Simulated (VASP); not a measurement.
# ScSi4O: single point with PBE

ScSi4O:

```xyz
6
Lattice="4.4758 0.0000 0.0000 0.0000 4.4758 0.0000 0.0000 0.0000 4.9267" Properties=species:S:1:pos:R:3 pbc="T T T"
Sc    0.0000    0.0000    2.4634
Si    0.0000    2.2379    2.4634
Si    2.2379    0.0000    2.4634
Si    0.0000    2.2379    0.0000
Si    2.2379    0.0000    0.0000
O     2.2379    2.2379    2.4634
```

The cell was generated, and may not be a known phase.

| Item | Value |
| --- | --- |
| Program | VASP 6.6.1 |
| Task | single point |
| Functional | PBE |
| Potentials or basis | VASP PAW PBE potentials, release 64 (Sc_sv, Si, O) |
| Cutoff | 520 eV |
| k mesh | 4 × 4 × 4 |
| Occupations | gaussian, width 0.1 eV |
| Spin | no spin polarisation |

```yaml
Pressure: 12.2 GPa
Band_gap_on_the_k_mesh: zero (an odd number of electrons rules out a gap without spin polarisation)
```

Stress tensor (GPa, compression positive):
```
20.64  0.00  0.00
 0.00 20.64  0.00
 0.00  0.00 -4.53
```

Levels at points of the mesh, in eV from the Fermi level:
| k point | band 12 | band 13 | band 14 | band 15 | band 16 | band 17 | band 18 | band 19 | band 20 | band 21 |
| --- | --- | --- | --- | --- | --- | --- | --- | --- | --- | --- |
| (0.00, 0.00, 0.00) | -2.60 | -2.51 | -1.57 | -1.57 | -1.55 | 0.04 | 0.39 | 0.39 | 1.71 | 1.94 |
| (0.50, 0.00, 0.00) | -3.49 | -3.26 | -1.92 | -1.56 | -1.32 | 0.10 | 0.33 | 0.35 | 0.66 | 1.83 |
| (0.50, 0.50, 0.00) | -4.38 | -3.52 | -3.24 | -1.97 | -1.91 | -0.54 | -0.54 | -0.28 | 2.00 | 3.25 |
| (0.00, 0.00, 0.50) | -2.66 | -2.42 | -2.42 | -0.08 | 0.14 | 0.96 | 0.96 | 1.71 | 1.92 | 2.06 |
| (0.50, 0.00, 0.50) | -2.74 | -1.99 | -1.41 | -0.53 | -0.08 | -0.05 | 0.06 | 0.70 | 1.30 | 1.95 |
| (0.50, 0.50, 0.50) | -3.83 | -2.26 | -2.26 | -1.89 | -1.73 | -0.87 | 1.22 | 1.22 | 1.63 | 3.95 |

It took 110 s on 1 thread of AMD EPYC 7R13 (shared host), peak memory 0.2 GiB.

Caveat: the stress differs along the axes, from -5 to 21 GPa; an odd number of electrons without spin polarisation forces a metal; a magnetic or distorted state may lie lower.
